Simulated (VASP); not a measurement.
# W (I4/mmm) in VASP: further runs

W is run at these levels: PBE; tasks: single point.

All numbers are computed with VASP 6.6.1; they aren't measurements. Logs are shortened: lines on timing, memory, paths and dates and some standing lists are left out, and cuts for length are marked.

## (1) The cell of the first run

It takes space group I4/mmm (No. 139, tetragonal). The conventional cell has a = 3.195 Å, b = 3.195 Å, c = 3.322 Å, α = 90.00°, β = 90.00°, γ = 90.00°. Within 3.7 Å of W (site symmetry 4/mmm) lie 14 W at 2.80 to 3.32 Å.

## (2) Single point, PBE (strain +0.000 along x and y, +0.040 along z)

Contents of INCAR:

```
PREC = Accurate ; ENCUT = 520
EDIFF = 1E-6 ; ISMEAR = 0
SIGMA = 0.15 ; LREAL = F
LASPH = T ; NELM = 80
ALGO = Fast ; ISIF = 2
LWAVE = F ; LCHARG = F
GGA = PE ; NBANDS = 13
```

Contents of KPOINTS:

```
Automatic mesh
0
Gamma
  20 20 20
```

Contents of POSCAR:

```
W
1.0
   -1.5973000000      1.5973000000      1.6611920000
    1.5973000000     -1.5973000000      1.6611920000
    1.5973000000      1.5973000000     -1.6611920000
W
1
Direct
    0.0000000000      0.0000000000      0.0000000000
```

Potentials or basis: VASP PAW PBE potentials, release 64 (W_sv).

Run with:

```bash
$ cat potpaw_PBE.64/W_sv/POTCAR > POTCAR
$ mpirun -np 1 vasp_std > vasp.out
```

OUTCAR:

```text
PREC = Accurate
   ENCUT = 520
   EDIFF = 1E-6
   ISMEAR = 0
   LREAL = F
   LASPH = T
   NELM = 80
   ISIF = 2
   GGA = PE

 ion  position               nearest neighbor table
   1  0.000  0.000  0.000-

  LATTYP: Found a body centered tetragonal cell.
 ALAT       =     3.1946000000
 C/A-ratio  =     1.0400000000

  Lattice vectors:

 A1 = (  -1.5973000000,   1.5973000000,   1.6611920000)
 A2 = (   1.5973000000,  -1.5973000000,   1.6611920000)
 A3 = (   1.5973000000,   1.5973000000,  -1.6611920000)

Analysis of symmetry for initial positions (statically):
=====================================================================
 Subroutine PRICEL returns:
 Original cell was already a primitive cell.

 Routine SETGRP: Setting up the symmetry group for a
 body centered tetragonal supercell.

 Subroutine GETGRP returns: Found 16 space group operations
 (whereof 16 operations were pure point group operations)
 out of a pool of 16 trial point group operations.

The static configuration has the point symmetry D_4h.

Analysis of symmetry for dynamics (positions and initial velocities):
=====================================================================
 Subroutine PRICEL returns:
 Original cell was already a primitive cell.

 Routine SETGRP: Setting up the symmetry group for a
 body centered tetragonal supercell.

 Subroutine GETGRP returns: Found 16 space group operations
 (whereof 16 operations were pure point group operations)
 out of a pool of 16 trial point group operations.

The dynamic configuration has the point symmetry D_4h.

 Subroutine INISYM returns: Found 16 space group operations
 (whereof 16 operations are pure point group operations),
 and found     1 'primitive' translations

----------------------------------------------------------------------------------------

                                     Primitive cell

  volume of cell :      16.9532

  direct lattice vectors                    reciprocal lattice vectors
    -1.597300000  1.597300000  1.661192000     0.000000000  0.313028235  0.300988688
     1.597300000 -1.597300000  1.661192000     0.313028235  0.000000000  0.300988688
     1.597300000  1.597300000 -1.661192000     0.313028235  0.313028235  0.000000000

  length of vectors
     2.803978146  2.803978146  2.803978146     0.434258985  0.434258985  0.442688776

  position of ions in fractional coordinates (direct lattice)
     0.000000000  0.000000000  0.000000000

  ion indices of the primitive-cell ions
   primitive index   ion index
                 1           1

----------------------------------------------------------------------------------------

 KPOINTS: Automatic mesh

Automatic generation of k-mesh.
 Grid dimensions read from file:
 generate k-points for:   20   20   20

 Generating k-lattice:

  Cartesian coordinates                     Fractional coordinates (reciprocal lattice)
     0.000000000  0.015651412  0.015049434     0.050000000  0.000000000 -0.000000000
     0.015651412  0.000000000  0.015049434     0.000000000  0.050000000 -0.000000000
     0.015651412  0.015651412  0.000000000     0.000000000  0.000000000  0.050000000

  Length of vectors
     0.021712949  0.021712949  0.022134439

  Shift w.r.t. Gamma in fractional coordinates (k-lattice)
     0.000000000  0.000000000  0.000000000

 Subroutine IBZKPT returns following result:
 ===========================================

 Found    641 irreducible k-points:

 Following reciprocal coordinates:
            Coordinates               Weight
  0.000000  0.000000  0.000000      1.000000
  0.050000 -0.000000  0.000000      8.000000
  0.100000  0.000000  0.000000      8.000000
  0.150000  0.000000  0.000000      8.000000
  0.200000  0.000000  0.000000      8.000000
  0.250000  0.000000 -0.000000      8.000000
[... 16 lines left out ...]
 -0.400000  0.050000  0.000000     16.000000
 -0.350000  0.050000  0.000000     16.000000
 [... further k-points ...]
   k-points           NKPTS =    641   k-points in BZ     NKDIM =    641   number of bands    NBANDS=     13
   number of dos      NEDOS =    301   number of ions     NIONS =      1
   total plane-waves  NPLWV =  13824
   dimension x,y,z NGX =    24 NGY =   24 NGZ =   24
   dimension x,y,z NGXF=    48 NGYF=   48 NGZF=   48
   ions per type =               1
   NGX,Y,Z   is equivalent  to a cutoff of  14.23, 14.23, 14.23 a.u.
   NGXF,Y,Z  is equivalent  to a cutoff of  28.46, 28.46, 28.46 a.u.
 SYSTEM =  unknown system
   PREC   = accura    normal or accurate (medium, high low for compatibility)
   ISTART =      0    job   : 0-new  1-cont  2-samecut
   ICHARG =      2    charge: 1-file 2-atom 10-const
   ISPIN  =      1    spin polarized calculation?
   LNONCOLLINEAR =      F non collinear calculations
   LSORBIT =      F    spin-orbit coupling
   LASPH  =      T    aspherical Exc in radial PAW
   ENCUT  =  520.0 eV  38.22 Ry    6.18 a.u.   5.21  5.21  5.21*2*pi/ulx,y,z
   NELM   =     80;   NELMIN=  2; NELMDL= -5     # of ELM steps
   EDIFF  = 0.1E-05   stopping-criterion for ELM
   LREAL  =      F    real-space projection
   EDIFFG = 0.1E-04   stopping-criterion for IOM
   NSW    =      0    number of steps for IOM
   IBRION =     -1    ionic relax: 0-MD 1-quasi-New 2-CG
   NFREE  =      0    steps in history (QN), initial steepest desc. (CG)
   ISIF   =      2    stress and relaxation
   ISYM   =      2    0-nonsym 1-usesym 2-fastsym
   POTIM  = 0.5000    time-step for ionic-motion
   TEBEG  =    0.0;   TEEND  =   0.0 temperature during run
   PSTRESS=    0.0 pullay stress
   NELECT =      14.0000    total number of electrons
   NUPDOWN=      -1.0000    fix difference up-down
   EMIN   =  10.00;   EMAX   =-10.00  energy-range for DOS
   EFERMI =   0.00;   METHOD = LEGACY
   ISMEAR =     0;   SIGMA  =   0.15  broadening in eV -4-tet -1-fermi 0-gaus
   EFERMI_NEDOS =   21; number of points for ismear=-14 and -15
   IALGO  =     68    algorithm
   IMIX   =      4    mixing-type and parameters
     AMIX     =   0.40;   BMIX     =  1.00
     AMIX_MAG =   1.60;   BMIX_MAG =  1.00
  volume/ion in A,a.u.               =      16.95       114.41
  Fermi-wavevector in a.u.,A,eV,Ry     =   1.535913  2.902454 32.096528  2.359028
  Thomas-Fermi vector in A             =   2.642635
   LORBIT       =      0    0 simple, 1 ext, 2 COOP (PROOUT), +10 PAW based schemes
   GGA     = PE    functional components
   LHFCALC =     F    Hartree Fock is set to
   AEXX    =    0.0000 exact exchange contribution
   IVDW    =     0    specifies the selected vdW correction
   LEPSILON=     F    determine dielectric tensor
   LRPA    =     F    only Hartree local field effects (RPA)
 non-spin polarized calculation
 RMM-DIIS sequential band-by-band and
 Gauss-broadening in eV      SIGMA  =   0.15
  energy-cutoff  :      520.00
  volume of cell :       16.95
 maximum number of plane-waves:       474
 NGX is ok and might be reduce to    24
   NGX = 11   NGY = 11   NGZ = 11

 number of electron      14.0000000 magnetization

 Free energy of the ion-electron system (eV)
  ---------------------------------------------------
  ext. energy  EPLUGINS =         0.00000000
  ---------------------------------------------------
  free energy    TOTEN  =       -12.91094176 eV

  energy without entropy =      -12.90615778  energy(sigma->0) =      -12.90854977

 E-fermi :  10.5140     XC(G=0): -13.2643

 val. band max:       10.4999585329   @ k =  -0.2500   0.3500   0.1500
 cond. band min:      10.5165212976   @ k =   0.4500   0.0500   0.0500
 fundamental gap:      0.0165627647
 Fermi energy:        10.5140364536

 k-point     1 :       0.0000    0.0000    0.0000
  band No.  band energies     occupation
      1     -63.7844      2.00000
      2     -27.4447      2.00000
      3     -27.4293      2.00000
      4     -27.4293      2.00000
      5       1.2348      2.00000
      6       9.2313      2.00000
      7       9.2313      2.00000
      8       9.6958      2.00000
      9      12.2723      0.00000
     10      12.8832      0.00000
     11      24.4009      0.00000
     12      25.1091      0.00000
     13      25.1091      0.00000

 k-point     2 :       0.0500   -0.0000    0.0000
  band No.  band energies     occupation
      1     -63.7821      2.00000
      2     -27.4658      2.00000
      3     -27.4375      2.00000
      4     -27.4351      2.00000
      5       1.3455      2.00000
      6       9.2208      2.00000
      7       9.2436      2.00000
      8       9.7247      2.00000
      9      12.1979      0.00000
     10      12.8494      0.00000
     11      24.5834      0.00000
     12      25.2761      0.00000
     13      25.2963      0.00000

 k-point     3 :       0.1000    0.0000    0.0000
  band No.  band energies     occupation
      1     -63.7752      2.00000
      2     -27.5421      2.00000
      3     -27.4613      2.00000
      4     -27.4363      2.00000
      5       1.6688      2.00000
      6       9.1608      2.00000
      7       9.1732      2.00000
      8       9.9399      2.00000
      9      12.0060      0.00000
     10      12.7906      0.00000
     11      24.9749      0.00000
     12      25.7890      0.00000
     13      25.8450      0.00000
[... 305 lines left out ...]
 k-point    23 :      -0.4000    0.0500    0.0000
  band No.  band energies     occupation
      1     -63.6998      2.00000
      2     -28.3234      2.00000
      3     -27.7141      2.00000
      4     -27.4468      2.00000
      5       4.6349      2.00000
      6       7.6632      2.00000
      7       9.3595      2.00000
      8      12.1294      0.00000
      9      13.2608      0.00000
     10      14.5872      0.00000
     11      22.2518      0.00000
     12      22.9329      0.00000
     13      28.7905      0.00000

 k-point    24 :      -0.3500    0.0500    0.0000
  band No.  band energies     occupation
      1     -63.7121      2.00000
      2     -28.2020      2.00000
      3     -27.6717      2.00000
      4     -27.4475      2.00000
      5       4.3838      2.00000
      6       7.8837      2.00000
      7       8.8355      2.00000
      8      11.9650      0.00000
      9      13.1201      0.00000
     10      13.5533      0.00000
     11      23.6636      0.00000
     12      23.7453      0.00000
     13      30.3580      0.00000

 [... further k-points ...]
[... 5 lines left out ...]
  --------------------------------------------------------------------------------------
  -------------------------------------------------------------------------------------
  Total       -0.9907311     -0.9907311     -2.1585722      0.0000000      0.0000000      0.0000000
  in kB      -93.6296847    -93.6296847   -203.9972693      0.0000000      0.0000000      0.0000000
  external PRESSURE =    -130.4188796 kB  Pullay stress =       0.0000000 kB

 VOLUME and BASIS-vectors are now :
 -----------------------------------------------------------------------------
  energy-cutoff  :      520.00
  volume of cell :       16.95
      direct lattice vectors                 reciprocal lattice vectors
    -1.597300000  1.597300000  1.661192000     0.000000000  0.313028235  0.300988688
     1.597300000 -1.597300000  1.661192000     0.313028235  0.000000000  0.300988688
     1.597300000  1.597300000 -1.661192000     0.313028235  0.313028235  0.000000000

 POSITION                                       TOTAL-FORCE (eV/Angst)
 -----------------------------------------------------------------------------------
      0.00000      0.00000      0.00000        -0.000000      0.000000      0.000000
 -----------------------------------------------------------------------------------
    total drift:                                0.000000      0.000000     -0.000000

  FREE ENERGIE OF THE ION-ELECTRON SYSTEM (eV)
  ---------------------------------------------------
  free  energy   TOTEN  =       -12.9109417550 eV

  energy  without entropy=      -12.9061577820  energy(sigma->0) =      -12.90854977
```

Wall time 86 s (1 thread of Intel Xeon Platinum 8375C at 2.90GHz (Ice Lake), shared host); peak memory 0.25 GiB.

What came out:

| Item | Value |
| --- | --- |
| Free energy | -12.9109 eV |
| Pressure | -13.0 GPa |
| Band gap on the k mesh | zero (band 7 reaches 15.09 eV, above the bottom of band 8 at 9.63 eV) |

Stress tensor (GPa, compression positive):
```
 -9.36   0.00   0.00
  0.00  -9.36   0.00
  0.00   0.00 -20.40
```

Levels at points of the mesh, in eV from the Fermi level:
```tsv
k point	band 3	band 4	band 5	band 6	band 7	band 8	band 9	band 10	band 11	band 12
(0.00, 0.00, 0.00)	-37.94	-37.94	-9.28	-1.28	-1.28	-0.82	1.76	2.37	13.89	14.60
(0.50, 0.00, 0.00)	-38.27	-37.95	-5.88	-3.10	0.37	1.63	2.84	5.49	9.91	11.37
(0.50, 0.50, 0.00)	-38.32	-37.97	-5.85	-3.59	0.65	2.35	3.05	5.61	10.20	11.16
(0.50, 0.50, 0.50)	-38.64	-38.64	-5.39	-5.28	4.58	4.73	4.73	7.02	8.06	8.06
```

Caveat: the cell differs from its parent crystal (strain +0.000 along x and y, +0.040 along z); spin-orbit coupling is left out, which moves the levels of the heavy elements.

(Continued in part 2 of 2.)
